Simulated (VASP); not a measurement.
# P in VASP: single point with PBEsol

Aim: the single point of P with PBEsol.

Program: VASP 6.6.1. These are calculated values, not measurements. Logs are shortened: lines on timing, memory, paths and dates and some standing lists are left out, and cuts for length are marked.

### 1 The cell of the first run

The cell holds a slab with vacuum, 8 atoms: a = 3.284 Å, b = 35.163 Å, c = 9.264 Å, α = 82.43°, β = 90.00°, γ = 90.00°.

### 2 Single point, PBEsol

Input file INCAR:

```
SYSTEM = P
PREC = Accurate
ENCUT = 520
EDIFF = 1E-6
ISMEAR = 0
SIGMA = 0.05
LREAL = .False.
LASPH = .True.
NELM = 80
ALGO = Normal
ISIF = 2
LWAVE = .False.
LCHARG = .True.
GGA = PS
LELF = .True.
LVHAR = .True.
ISYM = 0
NBANDS = 30
```

Input file KPOINTS:

```
Automatic mesh
0
Gamma
  8 1 3
  0 0 0
```

Input file POSCAR:

```
P
1.0
   -3.2837277200      0.0000000000      0.0000000000
    0.0000000000    -34.8570309900      4.6320847100
    0.0000000000      0.0000000000      9.2641694200
P
8
Direct
    0.0000000000      0.0297385700      0.7812060750
    0.0000000000      0.0297385700      0.2812060750
    0.0000000000      0.9702614300      0.2187939250
    0.0000000000      0.9702614300      0.7187939250
    0.5000000000      0.9702614300      0.0609446450
    0.5000000000      0.9702614300      0.5609446450
    0.5000000000      0.0297385700      0.9390553550
    0.5000000000      0.0297385700      0.4390553550
```

Potentials or basis: VASP PAW PBE potentials, release 64 (P).

Launch:

```
cat potpaw_PBE.64/P/POTCAR > POTCAR
mpirun -np 1 vasp_std > vasp.out
```

OUTCAR:

```text
SYSTEM = P
   PREC = Accurate
   ENCUT = 520
   EDIFF = 1E-6
   ISMEAR = 0
   LREAL = .False.
   LASPH = .True.
   NELM = 80
   ISIF = 2
   GGA = PS
   ISYM = 0

 ion  position               nearest neighbor table
   1  0.000  0.030  0.781-   7 2.20   7 2.20   4 2.24
   2  0.000  0.030  0.281-   8 2.20   8 2.20   3 2.24
   3  0.000  0.970  0.219-   5 2.20   5 2.20   2 2.24
   4  0.000  0.970  0.719-   6 2.20   6 2.20   1 2.24
   5  0.500  0.970  0.061-   3 2.20   3 2.20   7 2.24
   6  0.500  0.970  0.561-   4 2.20   4 2.20   8 2.24
   7  0.500  0.030  0.939-   1 2.20   1 2.20   5 2.24
   8  0.500  0.030  0.439-   2 2.20   2 2.20   6 2.24

IMPORTANT INFORMATION: All symmetrisations will be switched off!
NOSYMM: (Re-)initialisation of all symmetry stuff for point group C_1.

----------------------------------------------------------------------------------------

                                     Primitive cell

  volume of cell :    1060.3861

  direct lattice vectors                    reciprocal lattice vectors
    -3.283727720  0.000000000  0.000000000    -0.304531948  0.000000000  0.000000000
     0.000000000-34.857030990  4.632084710     0.000000000 -0.028688617  0.000000000
     0.000000000  0.000000000  9.264169420     0.000000000  0.014344308  0.107942758

  length of vectors
     3.283727720 35.163458564  9.264169420     0.304531948  0.028688617  0.108891681

  position of ions in fractional coordinates (direct lattice)
     0.000000000  0.029738570  0.781206075
     0.000000000  0.029738570  0.281206075
     0.000000000  0.970261430  0.218793925
     0.000000000  0.970261430  0.718793925
     0.500000000  0.970261430  0.060944645
     0.500000000  0.970261430  0.560944645
     0.500000000  0.029738570  0.939055355
     0.500000000  0.029738570  0.439055355

  ion indices of the primitive-cell ions
   primitive index   ion index
                 1           1
                 2           2
                 3           3
                 4           4
                 5           5
                 6           6
                 7           7
                 8           8

----------------------------------------------------------------------------------------

 KPOINTS: Automatic mesh

Automatic generation of k-mesh.
 Grid dimensions read from file:
 generate k-points for:    8    1    3

[... 75 lines left out ...]
   EDIFFG = 0.1E-04   stopping-criterion for IOM
   NSW    =      0    number of steps for IOM
   IBRION =     -1    ionic relax: 0-MD 1-quasi-New 2-CG
   NFREE  =      0    steps in history (QN), initial steepest desc. (CG)
   ISIF   =      2    stress and relaxation
   ISYM   =      0    0-nonsym 1-usesym 2-fastsym
   POTIM  = 0.5000    time-step for ionic-motion
   TEBEG  =    0.0;   TEEND  =   0.0 temperature during run
   PSTRESS=    0.0 pullay stress
   NELECT =      40.0000    total number of electrons
   NUPDOWN=      -1.0000    fix difference up-down
   EMIN   =  10.00;   EMAX   =-10.00  energy-range for DOS
   EFERMI =   0.00;   METHOD = LEGACY
   ISMEAR =     0;   SIGMA  =   0.05  broadening in eV -4-tet -1-fermi 0-gaus
   EFERMI_NEDOS =   21; number of points for ismear=-14 and -15
   IALGO  =     38    algorithm
   IMIX   =      4    mixing-type and parameters
     AMIX     =   0.40;   BMIX     =  1.00
     AMIX_MAG =   1.60;   BMIX_MAG =  1.00
  volume/ion in A,a.u.               =     132.55       894.48
  Fermi-wavevector in a.u.,A,eV,Ry     =   0.549044  1.037542  4.101461  0.301449
  Thomas-Fermi vector in A             =   1.580001
   LORBIT       =      0    0 simple, 1 ext, 2 COOP (PROOUT), +10 PAW based schemes
   GGA     = PS    functional components
   LHFCALC =     F    Hartree Fock is set to
   AEXX    =    0.0000 exact exchange contribution
   IVDW    =     0    specifies the selected vdW correction
   LEPSILON=     F    determine dielectric tensor
   LRPA    =     F    only Hartree local field effects (RPA)
 non-spin polarized calculation
 Gauss-broadening in eV      SIGMA  =   0.05
  energy-cutoff  :      520.00
  volume of cell :     1060.39
 maximum number of plane-waves:     28656
   NGX = 13   NGY =131   NGZ = 35

 number of electron      40.0000002 magnetization

 Free energy of the ion-electron system (eV)
  ---------------------------------------------------
  ext. energy  EPLUGINS =         0.00000000
  ---------------------------------------------------
  free energy    TOTEN  =       -45.62949880 eV

  energy without entropy =      -45.62949880  energy(sigma->0) =      -45.62949880

 E-fermi :  -3.1963     XC(G=0):  -1.7623

 val. band max:       -3.4542976747   @ k =   0.0000   0.0000   0.0000
 cond. band min:      -2.5580888584   @ k =   0.0000   0.0000   0.0000
 fundamental gap:      0.8962088164
 Fermi energy:        -3.1963258820

 k-point     1 :       0.0000    0.0000    0.0000
  band No.  band energies     occupation
      1     -18.6113      2.00000
      2     -17.5110      2.00000
      3     -17.5110      2.00000
      4     -16.1149      2.00000
      5     -12.7366      2.00000
      6     -11.9226      2.00000
[... 418 lines left out ...]
     29       0.3095      0.00000
     30       1.0334      0.00000

------------------------ aborting loop because EDIFF is reached ----------------------------------------

  FORCE on cell =-STRESS in cart. coord.  units (eV):
  Direction    XX          YY          ZZ          XY          YZ          ZX
  --------------------------------------------------------------------------------------
  -------------------------------------------------------------------------------------
  Total       -0.9350272      0.3399618     -0.2774186     -0.0000000      0.0000696      0.0000001
  in kB       -1.4127679      0.5136611     -0.4191622     -0.0000000      0.0001051      0.0000001
  external PRESSURE =      -0.4394230 kB  Pullay stress =       0.0000000 kB

 VOLUME and BASIS-vectors are now :
 -----------------------------------------------------------------------------
  energy-cutoff  :      520.00
  volume of cell :     1060.39
      direct lattice vectors                 reciprocal lattice vectors
    -3.283727720  0.000000000  0.000000000    -0.304531948  0.000000000  0.000000000
     0.000000000-34.857030990  4.632084710     0.000000000 -0.028688617  0.000000000
     0.000000000  0.000000000  9.264169420     0.000000000  0.014344308  0.107942758

 POSITION                                       TOTAL-FORCE (eV/Angst)
 -----------------------------------------------------------------------------------
      0.00000     -1.03660      7.37498         0.000000     -0.044362     -0.251585
      0.00000     -1.03660      2.74289        -0.000000     -0.044362     -0.251585
      0.00000    -33.82043      6.52128        -0.000000      0.044362      0.251585
      0.00000    -33.82043     11.15336        -0.000000      0.044362      0.251585
     -1.64186    -33.82043      5.05893         0.000000      0.044352     -0.251544
     -1.64186    -33.82043      9.69102        -0.000000      0.044352     -0.251544
     -1.64186     -1.03660      8.83732         0.000000     -0.044352      0.251544
     -1.64186     -1.03660      4.20523        -0.000000     -0.044352      0.251544
 -----------------------------------------------------------------------------------
    total drift:                               -0.000000      0.000001      0.000000

  FREE ENERGIE OF THE ION-ELECTRON SYSTEM (eV)
  ---------------------------------------------------
  free  energy   TOTEN  =       -45.6294988017 eV

  energy  without entropy=      -45.6294988017  energy(sigma->0) =      -45.62949880
```

OSZICAR:

```text
N       E                     dE             d eps       ncg     rms          rms(c)
DAV:   1     0.297384718977E+03    0.29738E+03   -0.10962E+04   812   0.867E+02
DAV:   2     0.333980607672E+01   -0.29404E+03   -0.27290E+03  1288   0.158E+02
DAV:   3    -0.445920203458E+02   -0.47932E+02   -0.47734E+02  1002   0.722E+01
DAV:   4    -0.460927499187E+02   -0.15007E+01   -0.14923E+01  1040   0.168E+01
[... 14 lines left out ...]
DAV:  19    -0.456294806167E+02   -0.40432E-04   -0.10410E-06   722   0.254E-03    0.463E-03
DAV:  20    -0.456294880950E+02   -0.74783E-05   -0.15222E-07   714   0.125E-03    0.622E-04
DAV:  21    -0.456294948975E+02   -0.68024E-05   -0.17237E-07   712   0.986E-04    0.118E-03
DAV:  22    -0.456294980025E+02   -0.31051E-05   -0.60488E-08   690   0.659E-04    0.548E-04
DAV:  23    -0.456294988017E+02   -0.79913E-06   -0.95486E-09   598   0.288E-04
   1 F= -.45629499E+02 E0= -.45629499E+02  d E =-.323882E-14
```

stdout:

```text
POSCAR found type information on POSCAR P
 POSCAR found :  1 types and       8 ions
 scaLAPACK will be used
 -----------------------------------------------------------------------------
|                                                                             |
|                                                                             |
|     You enforced a specific xc type in the INCAR file but a different       |
[... 21 lines left out ...]
|                                                                             |
 -----------------------------------------------------------------------------

 POSCAR, INCAR and KPOINTS ok, starting setup
 FFT: planning ... GRIDC
 FFT: planning ... GRID_SOFT
 FFT: planning ... GRID
 WAVECAR not read
 entering main loop
```

Run time: 23 min. Hardware: 1 thread of Intel Xeon 8259CL, shared host; peak memory 0.99 GiB.

What came out:

```yaml
Free_energy: -45.6295 eV
Largest_force: 0.255 eV/Å
Band_gap_on_the_k_mesh: 0.90 eV
```

Forces on the atoms (eV/Å):
```
P    0.000 -0.044 -0.252
P    0.000 -0.044 -0.252
P    0.000  0.044  0.252
P    0.000  0.044  0.252
P    0.000  0.044 -0.252
P    0.000  0.044 -0.252
P    0.000 -0.044  0.252
P    0.000 -0.044  0.252
```

Caveat: the PAW data sets were made with another functional, which shifts forces and pressure a little.
